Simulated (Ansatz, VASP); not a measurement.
**One calculation of HgTe, two programs**

```
Hg Te
1.0
     0.00000    2.94085    2.94085
     2.94085    0.00000    2.94085
     2.94085    2.94085    0.00000
Hg Te
1 1
Direct
  0.00000 0.00000 0.00000
  0.50000 0.50000 0.50000
```

Change from the starting cell: volume scaled by 1.02, ions relaxed.

Alike in both runs: functional PBE; k mesh 14 × 14 × 14; occupations fermi-dirac, width 0.05 eV; no spin polarisation.

Ansatz relaxed the structure, and its values are those at the end. VASP's run is a single point on that final structure, the one shown.

|  | VASP | Ansatz |
| --- | --- | --- |
| version | VASP 6.6.1 | Ansatz 0.2.0 |
| potentials or method | VASP PAW PBE potentials, release 64 (Hg, Te) | plane-wave PAW, scalar-relativistic |
| plane-wave cutoff (eV) | 520 | 420 |
| valence electrons in the cell | 18 | 36 |

```csv
,VASP,Ansatz,Ansatz less VASP
pressure (GPa),8.8,8.6,-0.21
```

With one functional, cell and mesh, what is left measures potentials, basis and numerics. VASP's potentials hold 18 valence electrons a cell and Ansatz's 36, so a difference there can come from the potentials and not from the codes. Ansatz's warnings: stress scf threshold loose.

Neither program's run includes spin-orbit coupling.
